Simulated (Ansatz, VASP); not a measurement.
Two plane-wave programs on Pd

```
Pd
1.0
     0.00000    1.99322    1.99322
     1.99322    0.00000    1.99322
     1.99322    1.99322    0.00000
Pd
1
Direct
  0.00000 0.00000 0.00000
```

Alike in both runs: functional RPBE; k mesh 16 × 16 × 16; occupations fermi-dirac, width 0.15 eV; no spin polarisation.

Ansatz relaxed the structure, and its values are those at the end. VASP's run is a single point on that final structure, the one shown.

|  | VASP | Ansatz |
| --- | --- | --- |
| version | VASP 6.6.1 | Ansatz 0.2.0 |
| potentials or method | VASP PAW PBE potentials, release 64 (Pd), cutoff 500 eV | scalar-relativistic, plane waves, PAW |
| valence electrons in the cell | 10 | 18 |

Ansatz gave:

| Item | Value |
| --- | --- |
| gap on the k mesh at the Fermi level (eV) | none |
| pressure (GPa) | 0.0 |

Problem. Which values does VASP return?

Solution. gap on the k mesh at the Fermi level (eV): none; pressure (GPa): -0.1.

VASP's potentials were made for PBE, not for RPBE. A gap of «none» marks a metal or a gap that the smearing closes. With one functional, cell and mesh, what is left measures potentials, basis and numerics. VASP's potentials hold 10 valence electrons a cell and Ansatz's 18, so a difference there can come from the potentials and not from the codes.
